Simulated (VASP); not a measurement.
Runs of VASP 6.6.1 on Sn3As. The structure is that of space group Im-3m (No. 229), or close to it. The cells are those of the table. The cell was generated, and may not be a known phase.

```csv
task,cell,cutoff (eV),gap on the mesh (eV),pressure (GPa)
relaxation of cell and atoms,"relaxed from a = 5.228 Å, angles 109.5°, 4 atoms",600,none,0.0
single point,"a = 4.981 Å, angles 109.5°, 4 atoms",520,none,9.3
single point,"a = 5.145 Å, angles 109.5°, 4 atoms",520,none,1.7
single point,"a = 5.300 Å, angles 109.5°, 4 atoms",520,none,-2.8
single point,"a = 5.366 Å, angles 109.5°, 4 atoms",520,none,(a)
```

Alike in all rows: level PBE; potentials or basis VASP PAW PBE potentials, release 64 (Sn_d, As); no spin polarisation; k mesh 12 × 12 × 12; smearing gaussian 0.1 eV.

**Question.** Estimate the missing entries.

**Answer.** (a) -4.1.

Caveats: spin-orbit coupling is left out, which moves the levels of the heavy elements; the cell stands under pressure (at least some runs); the cell stands under tension (at least some runs).

A k mesh can miss the band edges, and the runs leave out spin-orbit coupling on As, Sn.

A gap of «none» marks levels without a gap at the run's occupations.
